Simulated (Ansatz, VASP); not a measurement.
# Two plane-wave programs on InAs

File INCAR:

```
SYSTEM = InAs
PREC = Accurate
ENCUT = 520
EDIFF = 1E-7
ISMEAR = -1
SIGMA = 0.02
LREAL = .FALSE.
LASPH = .TRUE.
NELM = 80
ALGO = Normal
ISIF = 2
LWAVE = .FALSE.
LCHARG = .FALSE.
GGA = PE
NBANDS = 16
```

KPOINTS

```
regular mesh
0
G
  6 6 6
  0 0 0
```

The input POSCAR:

```
InAs
1.0
    0.0000000000      3.0312969024      3.0312969024
    3.0312969024      0.0000000000      3.0312969024
    3.0312969024      3.0312969024      0.0000000000
In As
1 1
Direct
    0.0000000000      0.0000000000      0.0000000000
    0.2500000000      0.2500000000      0.2500000000
```

Input for Ansatz:

```yaml
crystal:
  lattice:
    - [0.0, 3.0312969024, 3.0312969024]
    - [3.0312969024, 0.0, 3.0312969024]
    - [3.0312969024, 3.0312969024, 0.0]
  atoms:
    - { symbol: In, position: [0.0, 0.0, 0.0] }
    - { symbol: As, position: [0.25, 0.25, 0.25] }
kpoints:
  mp_grid: { grid: [6, 6, 6] }
hamiltonian:
  xc: pbe
scf:
  occupations: { method: fermi_dirac, width: 0.02 }
  n_extra_bands: 4
output:
  forces: true
  stress: true
  eigenvalues: true
```

Alike in both runs: task single point; functional PBE; k mesh 6 × 6 × 6; occupations fermi-dirac, width 0.02 eV; no spin polarisation.

|  | VASP | Ansatz |
| --- | --- | --- |
| version | VASP 6.6.1 | Ansatz 0.2.0 |
| potentials or method | VASP PAW PBE potentials, release 64 (In_d, As) | plane waves, PAW |
| plane-wave cutoff (eV) | 520 | 420 |
| valence electrons in the cell | 18 | 28 |

Ansatz gave:

```
pressure (GPa) : 3.5
```

Question: Estimate VASP's values.

Answer: Pressure (GPa): 3.6.

VASP's potentials hold 18 valence electrons a cell and Ansatz's 28, so a difference there can come from the potentials and not from the codes.
